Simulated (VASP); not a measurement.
# Ru: single point with PBE

Crystal: Ru.

```
Ru
1.0
     2.70389    0.00000    0.00000
    -1.35194    2.34164    0.00000
     0.00000    0.00000    4.28168
Ru
2
Direct
  0.33333 0.66667 0.25000
  0.66667 0.33333 0.75000
```

```json
{"Program": "VASP 6.6.1", "Task": "single point", "Functional": "PBE", "Potentials or basis": "VASP PAW PBE potentials, release 64 (Ru_pv)", "Cutoff": "520 eV", "k mesh": "10 × 10 × 6", "Occupations": "fermi-dirac, width 0.1 eV", "Spin": "no spin polarisation"}
```

- Pressure: 5.3 GPa
- Band gap on the k mesh: zero (band 14 reaches 14.48 eV, above the bottom of band 15 at 11.27 eV)

Stress tensor (GPa, compression positive):
```
6.46 0.00 0.00
0.00 6.46 0.00
0.00 0.00 2.91
```

Levels at points of the mesh, in eV from the Fermi level:
```csv
k point,band 12,band 13,band 14,band 15,band 16,band 17
"(0.00, 0.00, 0.00)",-1.93,-1.93,-1.39,-1.39,1.18,1.18
"(0.50, 0.00, 0.00)",-1.80,-1.54,1.43,1.84,1.91,4.07
"(0.00, 0.00, 0.50)",-2.77,-2.73,-2.73,0.54,0.54,0.54
"(0.50, 0.00, 0.50)",-1.06,0.44,0.44,1.68,1.68,3.39
```

Wall time 30 s on 1 thread of Intel Xeon 8259CL, with other jobs on the host, peak memory 0.15 GiB.
